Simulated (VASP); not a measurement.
# Ti (Fm-3m) in VASP: further runs

The runs below take Ti through single point, with PBEsol, PBE.

Program: VASP 6.6.1. These are calculated values, not measurements. Logs are shortened: lines on timing, memory, paths and dates and some standing lists are left out, and cuts for length are marked.

## (1) The cell of the first run

It takes space group Fm-3m (No. 225, cubic). The conventional cell has a = 4.109 Å, b = 4.109 Å, c = 4.109 Å, α = 90.00°, β = 90.00°, γ = 90.00°. Ti (site symmetry m-3m) has 12 Ti at 2.91 Å within 3.8 Å.

## (2) Single point, PBEsol

INCAR

```
PREC = Accurate
ENCUT = 520
EDIFF = 1E-6
ISMEAR = -1
SIGMA = 0.03
LREAL = F
LASPH = T
NELM = 60
ALGO = Normal
ISIF = 2
LWAVE = F
LCHARG = F
GGA = PS
NBANDS = 12
```

KPOINTS

```
regular mesh
0
Gamma
  14 14 14
```

POSCAR

```
Ti
1.0
    0.0000000000      2.0545745385      2.0545745385
    2.0545745385      0.0000000000      2.0545745385
    2.0545745385      2.0545745385      0.0000000000
Ti
1
Direct
    0.0000000000      0.0000000000      0.0000000000
```

Potentials or basis: VASP PAW PBE potentials, release 64 (Ti_sv).

On the command line:

```console
> cat potpaw_PBE.64/Ti_sv/POTCAR > POTCAR
> mpirun -np 1 vasp_std > vasp.out
```

OUTCAR:

```text
PREC = Accurate
   ENCUT = 520
   EDIFF = 1E-6
   ISMEAR = -1
   LREAL = F
   LASPH = T
   NELM = 60
   ISIF = 2
   GGA = PS

 ion  position               nearest neighbor table
   1  0.000  0.000  0.000-

  LATTYP: Found a face centered cubic cell.
 ALAT       =     4.1091490770

  Lattice vectors:

 A1 = (   0.0000000000,   2.0545745385,   2.0545745385)
 A2 = (   2.0545745385,   0.0000000000,   2.0545745385)
 A3 = (   2.0545745385,   2.0545745385,   0.0000000000)

Analysis of symmetry for initial positions (statically):
[... 33 lines left out ...]
                                     Primitive cell

  volume of cell :      17.3459

  direct lattice vectors                    reciprocal lattice vectors
     0.000000000  2.054574538  2.054574538    -0.243359387  0.243359387  0.243359387
     2.054574538  0.000000000  2.054574538     0.243359387 -0.243359387  0.243359387
     2.054574538  2.054574538  0.000000000     0.243359387  0.243359387 -0.243359387

  length of vectors
     2.905607177  2.905607177  2.905607177     0.421510823  0.421510823  0.421510823

  position of ions in fractional coordinates (direct lattice)
     0.000000000  0.000000000  0.000000000

  ion indices of the primitive-cell ions
   primitive index   ion index
                 1           1

----------------------------------------------------------------------------------------

 KPOINTS: regular mesh

Automatic generation of k-mesh.
 Grid dimensions read from file:
 generate k-points for:   14   14   14

 Generating k-lattice:

  Cartesian coordinates                     Fractional coordinates (reciprocal lattice)
    -0.017382813  0.017382813  0.017382813     0.071428571  0.000000000  0.000000000
     0.017382813 -0.017382813  0.017382813     0.000000000  0.071428571  0.000000000
     0.017382813  0.017382813 -0.017382813     0.000000000  0.000000000  0.071428571

  Length of vectors
     0.030107916  0.030107916  0.030107916

  Shift w.r.t. Gamma in fractional coordinates (k-lattice)
     0.000000000  0.000000000  0.000000000

 Subroutine IBZKPT returns following result:
 ===========================================

 Found    104 irreducible k-points:

 Following reciprocal coordinates:
            Coordinates               Weight
  0.000000  0.000000  0.000000      1.000000
  0.071429  0.000000  0.000000      8.000000
  0.142857  0.000000  0.000000      8.000000
  0.214286  0.000000  0.000000      8.000000
  0.285714  0.000000  0.000000      8.000000
  0.357143  0.000000  0.000000      8.000000
[... 16 lines left out ...]
  0.214286  0.142857  0.000000     24.000000
  0.285714  0.142857  0.000000     24.000000
 [... further k-points ...]
   k-points           NKPTS =    104   k-points in BZ     NKDIM =    104   number of bands    NBANDS=     12
   number of dos      NEDOS =    301   number of ions     NIONS =      1
   total plane-waves  NPLWV =  13824
   dimension x,y,z NGX =    24 NGY =   24 NGZ =   24
   dimension x,y,z NGXF=    48 NGYF=   48 NGZF=   48
   ions per type =               1
   NGX,Y,Z   is equivalent  to a cutoff of  13.73, 13.73, 13.73 a.u.
   NGXF,Y,Z  is equivalent  to a cutoff of  27.46, 27.46, 27.46 a.u.
 SYSTEM =  unknown system
   PREC   = accura    normal or accurate (medium, high low for compatibility)
   ISTART =      0    job   : 0-new  1-cont  2-samecut
   ICHARG =      2    charge: 1-file 2-atom 10-const
   ISPIN  =      1    spin polarized calculation?
   LNONCOLLINEAR =      F non collinear calculations
   LSORBIT =      F    spin-orbit coupling
   LASPH  =      T    aspherical Exc in radial PAW
   ENCUT  =  520.0 eV  38.22 Ry    6.18 a.u.   5.40  5.40  5.40*2*pi/ulx,y,z
   NELM   =     60;   NELMIN=  2; NELMDL= -5     # of ELM steps
   EDIFF  = 0.1E-05   stopping-criterion for ELM
   LREAL  =      F    real-space projection
   EDIFFG = 0.1E-04   stopping-criterion for IOM
   NSW    =      0    number of steps for IOM
   IBRION =     -1    ionic relax: 0-MD 1-quasi-New 2-CG
   NFREE  =      0    steps in history (QN), initial steepest desc. (CG)
   ISIF   =      2    stress and relaxation
   ISYM   =      2    0-nonsym 1-usesym 2-fastsym
   POTIM  = 0.5000    time-step for ionic-motion
   TEBEG  =    0.0;   TEEND  =   0.0 temperature during run
   PSTRESS=    0.0 pullay stress
   NELECT =      12.0000    total number of electrons
   NUPDOWN=      -1.0000    fix difference up-down
   EMIN   =  10.00;   EMAX   =-10.00  energy-range for DOS
   EFERMI =   0.00;   METHOD = LEGACY
   ISMEAR =    -1;   SIGMA  =   0.03  broadening in eV -4-tet -1-fermi 0-gaus
   EFERMI_NEDOS =   21; number of points for ismear=-14 and -15
   IALGO  =     38    algorithm
   IMIX   =      4    mixing-type and parameters
     AMIX     =   0.40;   BMIX     =  1.00
     AMIX_MAG =   1.60;   BMIX_MAG =  1.00
  volume/ion in A,a.u.               =      17.35       117.06
  Fermi-wavevector in a.u.,A,eV,Ry     =   1.447894  2.736122 28.523202  2.096396
  Thomas-Fermi vector in A             =   2.565797
   LORBIT       =      0    0 simple, 1 ext, 2 COOP (PROOUT), +10 PAW based schemes
   GGA     = PS    functional components
   LHFCALC =     F    Hartree Fock is set to
   AEXX    =    0.0000 exact exchange contribution
   IVDW    =     0    specifies the selected vdW correction
   LEPSILON=     F    determine dielectric tensor
   LRPA    =     F    only Hartree local field effects (RPA)
 non-spin polarized calculation
  energy-cutoff  :      520.00
  volume of cell :       17.35
 maximum number of plane-waves:       489
 NGX is ok and might be reduce to    24
   NGX = 11   NGY = 11   NGZ = 11

 number of electron      12.0000002 magnetization

 Free energy of the ion-electron system (eV)
  ---------------------------------------------------
  ext. energy  EPLUGINS =         0.00000000
  ---------------------------------------------------
  free energy    TOTEN  =        -8.27478849 eV

  energy without entropy =       -8.26864492  energy(sigma->0) =       -8.27171670

 E-fermi :   8.1053     XC(G=0): -11.6427

 val. band max:        8.1052966760   @ k =   0.2857   0.0000   0.0000
 cond. band min:       8.1115625278   @ k =  -0.4286   0.2857   0.1429
 fundamental gap:      0.0062658518
 Fermi energy:         8.1053141226

 k-point     1 :       0.0000    0.0000    0.0000
  band No.  band energies     occupation
      1     -48.3721      2.00000
      2     -24.3241      2.00000
      3     -24.3241      2.00000
      4     -24.3241      2.00000
      5       2.0073      2.00000
      6       8.9826      0.00000
      7       8.9826      0.00000
      8       8.9826      0.00000
      9      10.6082      0.00000
     10      10.6082      0.00000
     11      23.3828      0.00000
     12      27.8209      0.00000

 k-point     2 :       0.0714    0.0000    0.0000
  band No.  band energies     occupation
      1     -48.3660      2.00000
      2     -24.3591      2.00000
      3     -24.3285      2.00000
      4     -24.3285      2.00000
      5       2.1727      2.00000
      6       8.8811      0.00000
      7       9.0420      0.00000
      8       9.0420      0.00000
      9      10.5703      0.00000
     10      10.5703      0.00000
     11      23.5129      0.00000
     12      26.5945      0.00000

 k-point     3 :       0.1429    0.0000    0.0000
  band No.  band energies     occupation
      1     -48.3488      2.00000
      2     -24.4562      2.00000
      3     -24.3408      2.00000
      4     -24.3408      2.00000
      5       2.6498      2.00000
      6       8.6207      0.00000
      7       9.1782      0.00000
      8       9.1782      0.00000
      9      10.5073      0.00000
     10      10.5073      0.00000
     11      23.5205      0.00000
     12      24.8264      0.00000

 k-point     4 :       0.2143    0.0000    0.0000
  band No.  band energies     occupation
      1     -48.3239      2.00000
      2     -24.5947      2.00000
      3     -24.3584      2.00000
      4     -24.3584      2.00000
      5       3.3767      2.00000
      6       8.3127      0.00199
      7       9.2576      0.00000
      8       9.2576      0.00000
      9      10.5687      0.00000
     10      10.5687      0.00000
     11      22.0262      0.00000
     12      24.3133      0.00000

 k-point     5 :       0.2857    0.0000    0.0000
  band No.  band energies     occupation
      1     -48.2960      2.00000
      2     -24.7460      2.00000
      3     -24.3778      2.00000
      4     -24.3778      2.00000
      5       4.2262      2.00000
      6       8.1053      1.00029
      7       9.1804      0.00000
      8       9.1804      0.00000
      9      10.8546      0.00000
     10      10.8546      0.00000
     11      20.0754      0.00000
     12      23.8704      0.00000
[... 228 lines left out ...]
      1     -48.3562      2.00000
      2     -24.4072      2.00000
      3     -24.3485      2.00000
      4     -24.3300      2.00000
      5       2.4420      2.00000
      6       8.7145      0.00000
      7       9.1323      0.00000
      8       9.1425      0.00000
      9      10.4110      0.00000
     10      10.6288      0.00000
     11      23.6650      0.00000
     12      25.5519      0.00000

 k-point    22 :       0.1429    0.1429    0.0000
  band No.  band energies     occupation
      1     -48.3411      2.00000
      2     -24.4525      2.00000
      3     -24.3696      2.00000
      4     -24.3696      2.00000
      5       2.8574      2.00000
      6       8.3850      0.00018
      7       9.3712      0.00000
      8       9.3712      0.00000
      9      10.0237      0.00000
     10      10.7966      0.00000
     11      24.0527      0.00000
     12      25.4634      0.00000

 k-point    23 :       0.2143    0.1429    0.0000
  band No.  band energies     occupation
      1     -48.3224      2.00000
      2     -24.5421      2.00000
      3     -24.3921      2.00000
      4     -24.3867      2.00000
      5       3.3921      2.00000
      6       8.1049      1.00657
      7       9.4243      0.00000
      8       9.5531      0.00000
      9       9.9504      0.00000
     10      10.9008      0.00000
     11      23.6255      0.00000
     12      24.4976      0.00000

 k-point    24 :       0.2857    0.1429    0.0000
  band No.  band energies     occupation
      1     -48.2981      2.00000
      2     -24.6653      2.00000
      3     -24.4142      2.00000
      4     -24.4074      2.00000
      5       4.1326      2.00000
      6       7.8453      1.99966
      7       9.1198      0.00000
      8       9.6209      0.00000
      9      10.3738      0.00000
     10      11.1104      0.00000
     11      21.6803      0.00000
     12      24.1981      0.00000

 [... further k-points ...]
[... 5 lines left out ...]
  --------------------------------------------------------------------------------------
  -------------------------------------------------------------------------------------
  Total       -0.4769112     -0.4769112     -0.4769112     -0.0000000      0.0000000     -0.0000000
  in kB      -44.0506605    -44.0506605    -44.0506605     -0.0000000      0.0000000     -0.0000000
  external PRESSURE =     -44.0506605 kB  Pullay stress =       0.0000000 kB

 VOLUME and BASIS-vectors are now :
 -----------------------------------------------------------------------------
  energy-cutoff  :      520.00
  volume of cell :       17.35
      direct lattice vectors                 reciprocal lattice vectors
     0.000000000  2.054574538  2.054574538    -0.243359387  0.243359387  0.243359387
     2.054574538  0.000000000  2.054574538     0.243359387 -0.243359387  0.243359387
     2.054574538  2.054574538  0.000000000     0.243359387  0.243359387 -0.243359387

 POSITION                                       TOTAL-FORCE (eV/Angst)
 -----------------------------------------------------------------------------------
      0.00000      0.00000      0.00000        -0.000000     -0.000000     -0.000000
 -----------------------------------------------------------------------------------
    total drift:                               -0.000000      0.000000      0.000000

  FREE ENERGIE OF THE ION-ELECTRON SYSTEM (eV)
  ---------------------------------------------------
  free  energy   TOTEN  =        -8.2747884906 eV

  energy  without entropy=       -8.2686449162  energy(sigma->0) =       -8.27171670
```

Run time: 12 s. Hardware: 1 thread of Intel Xeon Platinum 8488C (Sapphire Rapids), shared host; peak memory 0.15 GiB.

What came out:

* Free energy: -8.2748 eV
* Pressure: -4.4 GPa
* Band gap on the k mesh: zero (band 6 reaches 8.98 eV, above the bottom of band 7 at 7.71 eV)

Caveat: the PAW data sets were made with another functional, which shifts forces and pressure a little.

[end of part 1 of 2]
